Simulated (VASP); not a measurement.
Write the native input for VASP 6.6.1 that does the following.

- Task: relaxation of cell and atoms
- Functional: PBE
- Potentials or basis: VASP PAW PBE potentials, release 64 (Tm_3, B, Au), 4f in core
- Cutoff: 500 eV
- k mesh: 10 × 8 × 8
- Occupations: gaussian, width 0.1 eV
- Spin: no spin polarisation
- Dipole correction: no
- Further INCAR settings: ALGO = Normal; EDIFF = 1e-07; IBRION = 2; EDIFFG = -0.01; NSW = 100; ISIF = 3

The structure of TmB3Au lies in POSCAR:

```
TmB3Au
1.0
    3.0797727200      0.0000000000      0.0000000000
    0.0000000000      2.6539466063      3.6272937310
    0.0000000000     -2.6539466063      3.6272937310
Tm B Au
1 3 1
Direct
    0.0000000000      0.5335922038      0.5335922038
    0.5000000000      0.3757805826      0.0555769872
    0.5000000000      0.0555769872      0.3757805826
    0.0000000000      0.1590897008      0.1590897008
    0.5000000000      0.8947835855      0.8947835855
```

The cell was generated, and may not be a known phase.

One way to write it, as run:

INCAR

```
  ALGO = Normal
  EDIFF = 1E-7
  EDIFFG = -0.01
  ENCUT = 500
  GGA = PE
  GGA_COMPAT = F
  IBRION = 2
  ISIF = 3
  ISMEAR = 0
  LASPH = T
  LCHARG = F
  LMAXMIX = 6
  LREAL = F
  LWAVE = F
  NELM = 200
  NELMIN = 4
  NSW = 100
  PREC = Accurate
  SIGMA = 0.1
```

KPOINTS

```
k-points
0
Gamma
  10 8 8
```

Potentials or basis: VASP PAW PBE potentials, release 64 (Tm_3, B, Au), 4f in core.

The run is started by

```console
$ cat potpaw_PBE.64/Tm_3/POTCAR potpaw_PBE.64/B/POTCAR potpaw_PBE.64/Au/POTCAR > POTCAR
$ mpirun -np 1 vasp_std > vasp.out
```

Results of the run:

```yaml
Relaxed_volume: 11.86 Å³/atom
Relaxed_cell: a = 3.087 Å, b = 4.483 Å, c = 4.483 Å, α = 72.81°, β = 90.00°, γ = 90.00°
Space_group_after_relaxing_to_0.1_Å: Amm2 (No. 38)
Energy_gained_by_relaxing: 0.9 meV/atom
Ionic_steps: 6
Pressure_after_relaxing: 0.0 GPa
Largest_force_after_relaxing: 0.009 eV/Å
Band_gap_on_the_k_mesh: zero (an odd number of electrons rules out a gap without spin polarisation)
```

Caveat: spin-orbit coupling is left out, which moves the levels of the heavy elements; the 4f electrons are frozen in the core, so they carry no moment and show no levels.

Run time: 5.8 min on 1 thread of Intel(R) Xeon(R) Platinum 8488C (Sapphire Rapids), with other jobs on the host, peak memory 0.3 GiB.
